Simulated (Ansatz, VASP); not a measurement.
**KCl in VASP and in Ansatz**

```xyz
2
Lattice="0.0000 3.2823 3.1561 3.2823 0.0000 3.1561 3.2823 3.2823 0.0000" Properties=species:S:1:pos:R:3 pbc="T T T"
K     0.0000    0.0000    0.0000
Cl    3.2823    3.2823    3.1561
```

Change from the starting cell: strain +0.040 along x and y, +0.000 along z, atoms carried along.

Alike in both runs: task single point; functional PBEsol; k mesh 6 × 6 × 6; occupations gaussian, width 0.05 eV; no spin polarisation.

|  | VASP | Ansatz |
| --- | --- | --- |
| version | VASP 6.6.1 | Ansatz 0.2.0 |
| potentials or method | VASP PAW PBE potentials, release 64 (K_sv, Cl), cutoff 520 eV | scalar-relativistic, plane waves, PAW |
| valence electrons in the cell | 16 | 16 |

|  | VASP | Ansatz | Ansatz less VASP |
| --- | --- | --- | --- |
| gap on the k mesh at the Fermi level (eV) | 4.75 | 4.75 | +0.004 |
| least direct gap on the mesh (eV) | 4.75 | 4.75 | +0.004 |
| pressure (GPa) | -1.5 | -1.5 | -0.01 |
| traceless stress, the component that is largest in VASP (GPa) | 0.54 | 0.53 | -0.016 |

VASP's potentials were made for PBE, not for PBEsol. The functional is the same, so the differences come from potentials, cutoffs and numerics.
